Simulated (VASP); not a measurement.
**GeMo (zincblende type): single point with PBE**

GeMo (zincblende type):

```
Mo Ge
1.0
     0.00000    2.70834    2.70834
     2.70834    0.00000    2.70834
     2.70834    2.70834    0.00000
Mo Ge
1 1
Direct
  0.00000 0.00000 0.00000
  0.25000 0.25000 0.25000
```

```json
{"Program": "VASP 6.6.1", "Task": "single point", "Functional": "PBE", "Potentials or basis": "VASP PAW PBE potentials, release 64 (Mo_sv, Ge_d)", "Cutoff": "520 eV", "k mesh": "12 × 12 × 12", "Occupations": "fermi-dirac, width 0.08 eV", "Spin": "no spin polarisation"}
```

```yaml
Pressure: 19.3 GPa
Band_gap_on_the_k_mesh: zero (bands 14 and 15 overlap by 0.50 eV)
```

Levels at points of the mesh, in eV from the Fermi level:
| k point | band 11 | band 12 | band 13 | band 14 | band 15 | band 16 | band 17 | band 18 |
| --- | --- | --- | --- | --- | --- | --- | --- | --- |
| (0.00, 0.00, 0.00) | -2.85 | -2.85 | -2.85 | -0.10 | -0.10 | 5.45 | 8.07 | 8.07 |
| (0.50, 0.00, 0.00) | -3.40 | -2.42 | -2.42 | 0.32 | 0.32 | 1.05 | 5.27 | 5.27 |
| (0.50, 0.50, 0.00) | -4.33 | -0.96 | -0.77 | -0.77 | 0.58 | 1.71 | 2.05 | 2.05 |

It took 31 s on 1 thread of AMD EPYC 9R45 96-Core Processor (Zen 5), on a shared host, peak memory 0.17 GiB.

Caveat: the cell stands under pressure.
